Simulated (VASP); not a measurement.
# IrAu2 (Fd-3m) in VASP: notebook

Runs on IrAu2. Level: PBE. Tasks: single point, relaxation of cell and atoms.

Everything below comes from runs of VASP 6.6.1. Logs are shortened: lines on timing, memory, paths and dates and some standing lists are left out, and cuts for length are marked.

## (1) The cell of the first run

The structure is cubic, space group Fd-3m (No. 227). The conventional cell has a = 7.536 Å, b = 7.536 Å, c = 7.536 Å, α = 90.00°, β = 90.00°, γ = 90.00°. Ir (site symmetry -43m) has 12 Au at 3.12 Å and 4 Ir at 3.26 Å within 4.1 Å. Au (site symmetry -3m) has 6 Au at 2.66 Å and 6 Ir at 3.12 Å within 3.5 Å.

## (2) Single point, PBE

The input, INCAR:

```
SYSTEM = IrAu2
PREC = Accurate
ENCUT = 520
EDIFF = 1E-6
ISMEAR = 0
SIGMA = 0.1
LREAL = .False.
LASPH = .True.
NELM = 100
ALGO = Normal
ISIF = 2
LWAVE = .False.
LCHARG = .False.
GGA = PE
NBANDS = 40
```

The input, KPOINTS:

```
Automatic mesh
0
Gamma
  4 4 4
  0 0 0
```

The input, POSCAR:

```
IrAu2
1.0
    0.0000000000      3.7681136060      3.7681136060
    3.7681136060      0.0000000000      3.7681136060
    3.7681136060      3.7681136060      0.0000000000
Ir Au
2 4
Direct
    0.0000000000      0.0000000000      0.0000000000
    0.2500000000      0.2500000000      0.2500000000
    0.6250000000      0.6250000000      0.6250000000
    0.1250000000      0.6250000000      0.6250000000
    0.6250000000      0.6250000000      0.1250000000
    0.6250000000      0.1250000000      0.6250000000
```

Potentials or basis: VASP PAW PBE potentials, release 64 (Ir, Au).

Started as:

```sh
> cat potpaw_PBE.64/Ir/POTCAR potpaw_PBE.64/Au/POTCAR > POTCAR
> mpirun -np 1 vasp_std > vasp.out
```

OUTCAR:

```text
SYSTEM = IrAu2
   PREC = Accurate
   ENCUT = 520
   EDIFF = 1E-6
   ISMEAR = 0
   LREAL = .False.
   LASPH = .True.
   NELM = 100
   ISIF = 2
   GGA = PE

 ion  position               nearest neighbor table
   1  0.000  0.000  0.000-   3 3.12   5 3.12   3 3.12   5 3.12   4 3.12   6 3.12   4 3.12   6 3.12
                             6 3.12   3 3.12   5 3.12   4 3.12   2 3.26   2 3.26   2 3.26   2 3.26
   2  0.250  0.250  0.250-   4 3.12   6 3.12   4 3.12   6 3.12   3 3.12   5 3.12   3 3.12   5 3.12
                             3 3.12   5 3.12   4 3.12   6 3.12   1 3.26   1 3.26   1 3.26   1 3.26
   3  0.625  0.625  0.625-   4 2.66   5 2.66   6 2.66   5 2.66   6 2.66   4 2.66   1 3.12   2 3.12
                             1 3.12   2 3.12   1 3.12   2 3.12
   4  0.125  0.625  0.625-   3 2.66   5 2.66   6 2.66   3 2.66   5 2.66   6 2.66   2 3.12   2 3.12
                             1 3.12   1 3.12   2 3.12   1 3.12
   5  0.625  0.625  0.125-   3 2.66   3 2.66   4 2.66   6 2.66   6 2.66   4 2.66   1 3.12   2 3.12
                             1 3.12   2 3.12   1 3.12   2 3.12
   6  0.625  0.125  0.625-   3 2.66   5 2.66   3 2.66   4 2.66   5 2.66   4 2.66   2 3.12   2 3.12
                             1 3.12   1 3.12   1 3.12   2 3.12

  LATTYP: Found a face centered cubic cell.
 ALAT       =     7.5362272120

  Lattice vectors:

 A1 = (   0.0000000000,   3.7681136060,   3.7681136060)
 A2 = (   3.7681136060,   0.0000000000,   3.7681136060)
 A3 = (   3.7681136060,   3.7681136060,   0.0000000000)

Analysis of symmetry for initial positions (statically):
=====================================================================
 Subroutine PRICEL returns:
 Original cell was already a primitive cell.

 Routine SETGRP: Setting up the symmetry group for a
 face centered cubic supercell.

 Subroutine GETGRP returns: Found 48 space group operations
 (whereof 24 operations were pure point group operations)
 out of a pool of 48 trial point group operations.

The static configuration has the point symmetry T_d .
 The point group associated with its full space group is O_h .

Analysis of symmetry for dynamics (positions and initial velocities):
=====================================================================
 Subroutine PRICEL returns:
 Original cell was already a primitive cell.

 Routine SETGRP: Setting up the symmetry group for a
 face centered cubic supercell.

 Subroutine GETGRP returns: Found 48 space group operations
 (whereof 24 operations were pure point group operations)
 out of a pool of 48 trial point group operations.

The dynamic configuration has the point symmetry T_d .
 The point group associated with its full space group is O_h .

 Subroutine INISYM returns: Found 48 space group operations
 (whereof 24 operations are pure point group operations),
 and found     1 'primitive' translations

----------------------------------------------------------------------------------------

                                     Primitive cell

  volume of cell :     107.0045

  direct lattice vectors                    reciprocal lattice vectors
     0.000000000  3.768113606  3.768113606    -0.132692390  0.132692390  0.132692390
     3.768113606  0.000000000  3.768113606     0.132692390 -0.132692390  0.132692390
     3.768113606  3.768113606  0.000000000     0.132692390  0.132692390 -0.132692390

  length of vectors
     5.328917366  5.328917366  5.328917366     0.229829961  0.229829961  0.229829961

  position of ions in fractional coordinates (direct lattice)
     0.000000000  0.000000000  0.000000000
     0.250000000  0.250000000  0.250000000
     0.625000000  0.625000000  0.625000000
     0.125000000  0.625000000  0.625000000
     0.625000000  0.625000000  0.125000000
     0.625000000  0.125000000  0.625000000

  ion indices of the primitive-cell ions
   primitive index   ion index
                 1           1
                 2           2
                 3           3
                 4           4
                 5           5
                 6           6

----------------------------------------------------------------------------------------

 KPOINTS: Automatic mesh

Automatic generation of k-mesh.
 Grid dimensions read from file:
 generate k-points for:    4    4    4

 Generating k-lattice:

  Cartesian coordinates                     Fractional coordinates (reciprocal lattice)
    -0.033173097  0.033173097  0.033173097     0.250000000  0.000000000  0.000000000
     0.033173097 -0.033173097  0.033173097     0.000000000  0.250000000  0.000000000
     0.033173097  0.033173097 -0.033173097     0.000000000  0.000000000  0.250000000

  Length of vectors
     0.057457490  0.057457490  0.057457490

  Shift w.r.t. Gamma in fractional coordinates (k-lattice)
     0.000000000  0.000000000  0.000000000

 Subroutine IBZKPT returns following result:
 ===========================================

 Found      8 irreducible k-points:

 Following reciprocal coordinates:
            Coordinates               Weight
  0.000000  0.000000  0.000000      1.000000
  0.250000  0.000000  0.000000      8.000000
  0.500000  0.000000  0.000000      4.000000
  0.250000  0.250000  0.000000      6.000000
  0.500000  0.250000  0.000000     24.000000
 -0.250000  0.250000  0.000000     12.000000
  0.500000  0.500000  0.000000      3.000000
 -0.250000  0.500000  0.250000      6.000000
   k-points           NKPTS =      8   k-points in BZ     NKDIM =      8   number of bands    NBANDS=     40
   number of dos      NEDOS =    301   number of ions     NIONS =      6
   total plane-waves  NPLWV =  64000
   dimension x,y,z NGX =    40 NGY =   40 NGZ =   40
   dimension x,y,z NGXF=    80 NGYF=   80 NGZF=   80
   ions per type =               2   4
   NGX,Y,Z   is equivalent  to a cutoff of  12.48, 12.48, 12.48 a.u.
   NGXF,Y,Z  is equivalent  to a cutoff of  24.96, 24.96, 24.96 a.u.
 SYSTEM =  IrAu2
   PREC   = accura    normal or accurate (medium, high low for compatibility)
   ISTART =      0    job   : 0-new  1-cont  2-samecut
   ICHARG =      2    charge: 1-file 2-atom 10-const
   ISPIN  =      1    spin polarized calculation?
   LNONCOLLINEAR =      F non collinear calculations
   LSORBIT =      F    spin-orbit coupling
   LASPH  =      T    aspherical Exc in radial PAW
   ENCUT  =  520.0 eV  38.22 Ry    6.18 a.u.   9.91  9.91  9.91*2*pi/ulx,y,z
   NELM   =    100;   NELMIN=  2; NELMDL= -5     # of ELM steps
   EDIFF  = 0.1E-05   stopping-criterion for ELM
   LREAL  =      F    real-space projection
   EDIFFG = 0.1E-04   stopping-criterion for IOM
   NSW    =      0    number of steps for IOM
   IBRION =     -1    ionic relax: 0-MD 1-quasi-New 2-CG
   NFREE  =      0    steps in history (QN), initial steepest desc. (CG)
   ISIF   =      2    stress and relaxation
   ISYM   =      2    0-nonsym 1-usesym 2-fastsym
   POTIM  = 0.5000    time-step for ionic-motion
   TEBEG  =    0.0;   TEEND  =   0.0 temperature during run
   PSTRESS=    0.0 pullay stress
   NELECT =      62.0000    total number of electrons
   NUPDOWN=      -1.0000    fix difference up-down
   EMIN   =  10.00;   EMAX   =-10.00  energy-range for DOS
   EFERMI =   0.00;   METHOD = LEGACY
   ISMEAR =     0;   SIGMA  =   0.10  broadening in eV -4-tet -1-fermi 0-gaus
   EFERMI_NEDOS =   21; number of points for ismear=-14 and -15
   IALGO  =     38    algorithm
   IMIX   =      4    mixing-type and parameters
     AMIX     =   0.40;   BMIX     =  1.00
     AMIX_MAG =   1.60;   BMIX_MAG =  1.00
  volume/ion in A,a.u.               =      17.83       120.35
  Fermi-wavevector in a.u.,A,eV,Ry     =   1.364808  2.579112 25.343566  1.862700
  Thomas-Fermi vector in A             =   2.491091
   LORBIT       =      0    0 simple, 1 ext, 2 COOP (PROOUT), +10 PAW based schemes
   GGA     = PE    functional components
   LHFCALC =     F    Hartree Fock is set to
   AEXX    =    0.0000 exact exchange contribution
   IVDW    =     0    specifies the selected vdW correction
   LEPSILON=     F    determine dielectric tensor
   LRPA    =     F    only Hartree local field effects (RPA)
 non-spin polarized calculation
 Gauss-broadening in eV      SIGMA  =   0.10
  energy-cutoff  :      520.00
  volume of cell :      107.00
 maximum number of plane-waves:      2891
   NGX = 19   NGY = 19   NGZ = 19

 number of electron      62.0000009 magnetization

 Free energy of the ion-electron system (eV)
  ---------------------------------------------------
  ext. energy  EPLUGINS =         0.00000000
  ---------------------------------------------------
  free energy    TOTEN  =       -25.36938968 eV

  energy without entropy =      -25.29864405  energy(sigma->0) =      -25.33401687

 E-fermi :   7.8025     XC(G=0): -12.4769

 val. band max:        7.7975484885   @ k =  -0.2500   0.2500   0.0000
 cond. band min:       7.8314422647   @ k =  -0.2500   0.5000   0.2500
 fundamental gap:      0.0338937762
 Fermi energy:         7.8025004049

 k-point     1 :       0.0000    0.0000    0.0000
  band No.  band energies     occupation
      1      -1.8173      2.00000
      2       0.3458      2.00000
      3       1.0347      2.00000
      4       1.0347      2.00000
      5       1.0347      2.00000
      6       2.0915      2.00000
[... 32 lines left out ...]
     39      13.4662      0.00000
     40      13.4662      0.00000

 k-point     2 :       0.2500    0.0000    0.0000
  band No.  band energies     occupation
      1      -1.2731      2.00000
      2       0.7607      2.00000
      3       1.2135      2.00000
      4       1.3207      2.00000
      5       1.3207      2.00000
      6       2.2129      2.00000
[... 247 lines left out ...]
     39      16.0681      0.00000
     40      16.0681      0.00000

 k-point     8 :      -0.2500    0.5000    0.2500
  band No.  band energies     occupation
      1       0.7725      2.00000
      2       0.7725      2.00000
      3       1.9028      2.00000
      4       1.9028      2.00000
      5       2.3526      2.00000
      6       2.3526      2.00000
[... 32 lines left out ...]
     39      17.3300      0.00000
     40      17.3300      0.00000

------------------------ aborting loop because EDIFF is reached ----------------------------------------

  FORCE on cell =-STRESS in cart. coord.  units (eV):
  Direction    XX          YY          ZZ          XY          YZ          ZX
  --------------------------------------------------------------------------------------
  -------------------------------------------------------------------------------------
  Total       -0.2411983     -0.2411983     -0.2411983     -0.0000000     -0.0000000      0.0000000
  in kB       -3.6114599     -3.6114599     -3.6114599     -0.0000000     -0.0000000      0.0000000
  external PRESSURE =      -3.6114599 kB  Pullay stress =       0.0000000 kB

 VOLUME and BASIS-vectors are now :
 -----------------------------------------------------------------------------
  energy-cutoff  :      520.00
  volume of cell :      107.00
      direct lattice vectors                 reciprocal lattice vectors
     0.000000000  3.768113606  3.768113606    -0.132692390  0.132692390  0.132692390
     3.768113606  0.000000000  3.768113606     0.132692390 -0.132692390  0.132692390
     3.768113606  3.768113606  0.000000000     0.132692390  0.132692390 -0.132692390

 POSITION                                       TOTAL-FORCE (eV/Angst)
 -----------------------------------------------------------------------------------
      0.00000      0.00000      0.00000        -0.000000      0.000000     -0.000000
      1.88406      1.88406      1.88406         0.000000      0.000000      0.000000
      4.71014      4.71014      4.71014         0.000000     -0.000000     -0.000000
      4.71014      2.82609      2.82609         0.000000     -0.000000      0.000000
      2.82609      2.82609      4.71014         0.000000     -0.000000     -0.000000
      2.82609      4.71014      2.82609         0.000000     -0.000000      0.000000
 -----------------------------------------------------------------------------------
    total drift:                                0.000000      0.000000      0.000000

  FREE ENERGIE OF THE ION-ELECTRON SYSTEM (eV)
  ---------------------------------------------------
  free  energy   TOTEN  =       -25.3693896821 eV

  energy  without entropy=      -25.2986440527  energy(sigma->0) =      -25.33401687
```

Wall time 73 s (1 thread of Intel Xeon 8259CL, shared host); peak memory 0.25 GiB.

What came out:

| Quantity | Value |
| --- | --- |
| Free energy | -25.3694 eV |
| Pressure | -0.4 GPa |
| Band gap on the k mesh | zero (band 31 reaches 7.93 eV, above the bottom of band 32 at 7.76 eV) |

Levels at points of the mesh, in eV from the Fermi level:
| k point | band 27 | band 28 | band 29 | band 30 | band 31 | band 32 | band 33 | band 34 | band 35 | band 36 |
| --- | --- | --- | --- | --- | --- | --- | --- | --- | --- | --- |
| (0.00, 0.00, 0.00) | -0.70 | -0.70 | -0.70 | 0.04 | 0.06 | 0.06 | 3.44 | 3.44 | 3.44 | 3.51 |
| (0.50, 0.00, 0.00) | -0.89 | -0.70 | -0.58 | -0.58 | 0.13 | 0.13 | 0.99 | 2.65 | 2.65 | 3.76 |
| (0.50, 0.50, 0.00) | -0.54 | -0.54 | -0.21 | -0.21 | -0.04 | -0.04 | 1.09 | 1.09 | 2.00 | 2.00 |

Caveat: the k points lie up to 0.36 Å⁻¹ apart; spin-orbit coupling is left out, which moves the levels of the heavy elements.

## (3) Relaxation of cell and atoms, PBE

This run uses another cell than the first one, of 16.89 Å³/atom, 0.947 times its volume.

The input, INCAR:

```
SYSTEM = IrAu2
  ALGO = Normal
  EDIFF = 1E-7
  EDIFFG = -0.04
  ENCUT = 600
  GGA = PE
  IBRION = 2
  ISIF = 3
  ISMEAR = 0
  LASPH = .True.
  LCHARG = .False.
  LREAL = .False.
  LWAVE = .False.
  NELM = 80
  NSW = 90
  PREC = Accurate
  SIGMA = 0.1
```

The input, KPOINTS:

```
k-points
0
Gamma
  4 4 4
  0 0 0
```

POSCAR, as its differences from that of step 2:

```diff
@@ -2,5 +2,5 @@
 1.0
-    0.0000000000      3.7681136060      3.7681136060
-    3.7681136060      0.0000000000      3.7681136060
-    3.7681136060      3.7681136060      0.0000000000
+    0.0000000000      3.7007544267      3.7007544267
+    3.7007544267      0.0000000000      3.7007544267
+    3.7007544267      3.7007544267      0.0000000000
 Ir Au
```

Potentials or basis: VASP PAW PBE potentials, release 64 (Ir, Au).

Started as:

```sh
> cat potpaw_PBE.64/Ir/POTCAR potpaw_PBE.64/Au/POTCAR > POTCAR
> mpirun -np 1 vasp_std > vasp.out
```

Run time: 3.5 min. Hardware: 1 thread of Intel Xeon 8259CL, shared host; peak memory 0.27 GiB.

It converged, with:

* Free energy: -25.3686 eV
* Relaxed volume: 17.83 Å³/atom
* Relaxed cell: a = 5.329 Å, b = 5.329 Å, c = 5.329 Å, α = 60.00°, β = 60.00°, γ = 60.00°
* Space group after relaxing (to 0.05 Å): Fd-3m (No. 227)
* Energy gained by relaxing: 27.0 meV/atom
* Ionic steps: 3
* Pressure after relaxing: -0.3 GPa
* Band gap on the k mesh: zero (band 31 reaches 7.93 eV, above the bottom of band 32 at 7.76 eV)

The path:
| step | energy change (eV) | largest force (eV/Å) | pressure (GPa) | volume (Å³) |
| --- | --- | --- | --- | --- |
| 1 | 0.0000 | 0.0000 | 10.14 | 101.37 |
| 2 | 0.3182 | 0.0000 | -12.47 | 117.87 |
| 3 | -0.1623 | 0.0000 | -0.27 | 106.99 |

Final structure:
```xyz
6
Lattice="0.0000 3.7679 3.7679 3.7679 0.0000 3.7679 3.7679 3.7679 0.0000" Properties=species:S:1:pos:R:3 pbc="T T T"
Ir    0.0000    0.0000    0.0000
Ir    1.8840    1.8840    1.8840
Au    4.7099    4.7099    4.7099
Au    4.7099    2.8259    2.8259
Au    2.8259    2.8259    4.7099
Au    2.8259    4.7099    2.8259
```

Levels at points of the mesh, in eV from the Fermi level:
```
           k point  band 28  band 29  band 30  band 31  band 32  band 33  band 34  band 35
(0.00, 0.00, 0.00)    -0.70    -0.70     0.04     0.06     0.06     3.44     3.44     3.44
(0.50, 0.00, 0.00)    -0.70    -0.58    -0.58     0.13     0.13     0.99     2.65     2.65
(0.50, 0.50, 0.00)    -0.54    -0.21    -0.21    -0.04    -0.04     1.09     1.09     2.00
```

Caveat: the k points lie up to 0.36 Å⁻¹ apart in the final cell; spin-orbit coupling is left out, which moves the levels of the heavy elements.
